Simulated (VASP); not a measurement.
Runs of VASP 6.6.1 on Ag. The structure is that of space group P6_3/mmc (No. 194), or close to it. The cells are those of the table. 

| cell | gap on the mesh (eV) | pressure (GPa) |
| --- | --- | --- |
| a = 2.930, b = 2.930, c = 4.431 Å, angles 90.0, 90.0, 120.0°, 2 atoms | none | -2.3 |
| a = 2.930, b = 2.930, c = 5.329 Å, angles 90.0, 90.0, 120.0°, 2 atoms | none | (b) |
| a = 2.930, b = 2.930, c = 5.418 Å, angles 90.0, 90.0, 120.0°, 2 atoms | none | (a) |
| a = 2.930, b = 2.930, c = 4.072 Å, angles 90.0, 90.0, 120.0°, 2 atoms | none | 14.4 |
| a = 2.930, b = 2.930, c = 5.508 Å, angles 90.0, 90.0, 120.0°, 2 atoms | none | -15.2 |

Alike in all rows: task single point; level LDA; potentials or basis VASP PAW LDA potentials, release 64 (Ag); no spin polarisation; k mesh 18 × 18 × 10; cutoff (eV) 500; smearing methfessel-paxton 0.1 eV.

Q: Estimate the missing entries.

A: (a) -15.1; (b) -14.9.

A k mesh can miss the band edges, and the runs leave out spin-orbit coupling on Ag.

A gap of «none» marks levels without a gap at the run's occupations.
